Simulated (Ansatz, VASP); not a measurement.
# Si3B2: VASP beside Ansatz

Contents of INCAR:

```
  PREC = Accurate
  ENCUT = 600
  EDIFF = 1E-7
  ISMEAR = 0
  SIGMA = 0.1
  LREAL = False
  LASPH = True
  NELM = 100
  ALGO = Normal
  ISIF = 3
  LWAVE = False
  LCHARG = False
  GGA = PE
  IBRION = 2
  NSW = 100
  EDIFFG = -0.01
```

File KPOINTS:

```
Automatic mesh
0
Gamma
  6 6 16
```

POSCAR

```
Si3B2
1.0
    7.6465020500      0.0000000000      0.0000000000
   -3.8232510250      6.6220650254      0.0000000000
    0.0000000000      0.0000000000      2.4523101990
Si B
6 4
Direct
    0.8085068547      0.1914931453      0.5000000000
    0.8085068547      0.6170137094      0.5000000000
    0.3829862906      0.1914931453      0.5000000000
    0.1914931453      0.8085068547      0.5000000000
    0.1914931453      0.3829862906      0.5000000000
    0.6170137094      0.8085068547      0.5000000000
    0.5000000000      0.0000000000      0.5000000000
    0.0000000000      0.5000000000      0.5000000000
    0.5000000000      0.5000000000      0.5000000000
    0.0000000000      0.0000000000      0.5000000000
```

Input for Ansatz:

```yaml
crystal:
  lattice:
    - [7.64650205, 0.0, 0.0]
    - [-3.823251025, 6.6220650254, 0.0]
    - [0.0, 0.0, 2.452310199]
  atoms:
    - { symbol: Si, position: [0.8085068547, 0.1914931453, 0.5] }
    - { symbol: Si, position: [0.8085068547, 0.6170137094, 0.5] }
    - { symbol: Si, position: [0.3829862906, 0.1914931453, 0.5] }
    - { symbol: Si, position: [0.1914931453, 0.8085068547, 0.5] }
    - { symbol: Si, position: [0.1914931453, 0.3829862906, 0.5] }
    - { symbol: Si, position: [0.6170137094, 0.8085068547, 0.5] }
    - { symbol: B, position: [0.5, 0.0, 0.5] }
    - { symbol: B, position: [0.0, 0.5, 0.5] }
    - { symbol: B, position: [0.5, 0.5, 0.5] }
    - { symbol: B, position: [0.0, 0.0, 0.5] }
basis:
  ecutwfc: 420
kpoints:
  mp_grid: { grid: [6, 6, 16] }
hamiltonian:
  xc: pbe
scf:
  occupations: { method: gaussian, width: 0.1 }
output:
  forces: true
  stress: true
  eigenvalues: true
  write_density: true
  write_potential: true
  elf: true
  volumetric_format: npy
relax:
  adjacent_minimum: "off"
  f_tol: 0.01
  max_steps: 80
  cell: { stress_tol: 0.05 }
```

Alike in both runs: task relaxation of cell and atoms; functional PBE; k mesh 6 × 6 × 16; occupations gaussian, width 0.1 eV; no spin polarisation.

```csv
,VASP,Ansatz
version,VASP 6.6.1,Ansatz 0.2.0
potentials or method,"VASP PAW PBE potentials, release 64 (Si, B), cutoff 600 eV","scalar-relativistic, plane waves, PAW"
valence electrons in the cell,36,36
```

Ansatz gave:

- gap on the k mesh at the Fermi level, each at its own relaxed structure (eV): none
- relaxed volume (Å³/atom): 12.43
- relaxed cell length with the largest relative difference (Å): 7.608

Task: Estimate VASP's values.

Result: gap on the k mesh at the Fermi level, each at its own relaxed structure (eV): none; relaxed volume (Å³/atom): 12.42; relaxed cell length with the largest relative difference (Å): 7.607.

A gap of «none» marks a metal or a gap that the smearing closes.
